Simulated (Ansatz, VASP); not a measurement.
# Two plane-wave programs on HfSi3Mo3

```xyz
7
Lattice="5.1448 0.0000 0.0000 0.0000 5.1448 0.0000 0.0000 0.0000 5.1448" Properties=species:S:1:pos:R:3 pbc="T T T"
Hf    2.5724    2.5724    2.5724
Si    2.5724    0.0000    0.0000
Si    0.0000    2.5724    0.0000
Si    0.0000    0.0000    2.5724
Mo    2.5724    2.5724    0.0000
Mo    0.0000    2.5724    2.5724
Mo    2.5724    0.0000    2.5724
```

Change from the starting cell: species swapped into the La3GaBr3 type (Pm-3m, No. 221).

Alike in both runs: task single point; functional PBE; k mesh 4 × 4 × 4; occupations gaussian, width 0.1 eV; collinear spin.

```csv
,VASP,Ansatz
version,VASP 6.6.1,Ansatz 0.2.0
potentials or method,"VASP PAW PBE potentials, release 64 (Hf_pv, Si, Mo_sv), cutoff 520 eV","scalar-relativistic, plane waves, PAW"
valence electrons in the cell,64,80
```

|  | VASP | Ansatz | Ansatz less VASP |
| --- | --- | --- | --- |
| gap on the k mesh at the Fermi level (eV) | none | none | - |
| pressure (GPa) | -0.1 | 0.0 | +0.12 |
| net moment per atom (μB) | 0.07 | 0.07 | +0.001 |
| size of the moment on the site where the two differ most (μB) | 0.15 | 0.12 | -0.023 |

Site moments also hang on the region over which each program counts them. A gap of «none» marks a metal or a gap that the smearing closes. VASP's potentials hold 64 valence electrons a cell and Ansatz's 80, so a difference there can come from the potentials and not from the codes.

Spin-orbit coupling is off throughout.
